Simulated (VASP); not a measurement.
Here is a VASP 6.6.1 calculation.

POSCAR

```
KLi
1.0
    9.0000000000      0.0000000000      0.0000000000
    0.0000000000      9.0000000000      0.0000000000
    0.0000000000      0.0000000000     13.0000000000
Li K
1 1
Direct
    0.5014444400      0.5023333300      0.3768461500
    0.5014444400      0.5023333300      0.6283846200
```

File INCAR.step1:

```
ISMEAR = 0 ; SIGMA = 0.03
LWAVE = True ; LCHARG = True
ISIF = 0 ; NELM = 100
ALGO = Normal ; PREC = Accurate
LASPH = True ; LREAL = False
EDIFF = 1E-5 ; GGA_COMPAT = False
ENCUT = 650 ; EFERMI = MIDGAP
NELMDL = -8 ; GGA = PE
```

File INCAR.step2:

```
GGA = AM ; ISMEAR = 0
SIGMA = 0.03 ; LWAVE = False
LCHARG = False ; ISIF = 0
NELM = 100 ; ALGO = All
PREC = Accurate ; LASPH = True
LREAL = False ; EDIFF = 1E-6
GGA_COMPAT = False ; ENCUT = 650
EFERMI = MIDGAP ; NELMDL = -8
ISTART = 1 ; ISEARCH = 1
```

The input KPOINTS:

```
k-points
0
Gamma
  1 1 1
```

Potentials or basis: VASP PAW PBE potentials, release 64 (Li_sv, K_sv).

Run with:

```console
$ cat potpaw_PBE.64/Li_sv/POTCAR potpaw_PBE.64/K_sv/POTCAR > POTCAR
$ cp INCAR.step1 INCAR
$ mpirun -np 1 vasp_gam > vasp.out
$ cp INCAR.step2 INCAR
$ mpirun -np 1 vasp_gam > vasp.out
```

(1) Estimate the largest force.

(2) Predict the gap between the frontier levels.

Results:

(1) 0.139 eV/Å.

(2) 1.21 eV.

Caveat: the PAW data sets were made with another functional, which shifts forces and pressure a little.
